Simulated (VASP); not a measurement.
Ag, 2 atoms in the cell. It takes space group P6_3/mmc (No. 194, hexagonal). The conventional cell has a = 2.873 Å, b = 2.873 Å, c = 4.677 Å, α = 90.00°, β = 90.00°, γ = 120.00°. Within 3.8 Å of Ag (site symmetry -6m2) lie 12 Ag at 2.87 Å. This isn't the form of Ag at room conditions, which is fcc.

| Item | Value |
| --- | --- |
| Program | VASP 6.6.1 |
| Task | single point |
| Functional | PBEsol |
| Potentials or basis | VASP PAW PBE potentials, release 64 (Ag) |
| Cutoff | 520 eV |
| k mesh | 12 × 12 × 8 |
| Occupations | fermi-dirac, width 0.05 eV |
| Spin | no spin polarisation |
| Dipole correction | no |
| Further INCAR settings | ALGO = Normal; EDIFF = 1e-07; NBANDS = 18 |

Potentials or basis: VASP PAW PBE potentials, release 64 (Ag).

Run with:

```bash
$ cat potpaw_PBE.64/Ag/POTCAR > POTCAR
$ mpirun -np 1 vasp_std > vasp.out
```

Hardware: 1 thread of AMD EPYC 7R13, on a shared host.

Estimate the wall time of this run.

Run time: 100 s on 1 thread of AMD EPYC 7R13, with other jobs on the host, peak memory 0.16 GiB. Counts: scf iterations 12, k points 95.
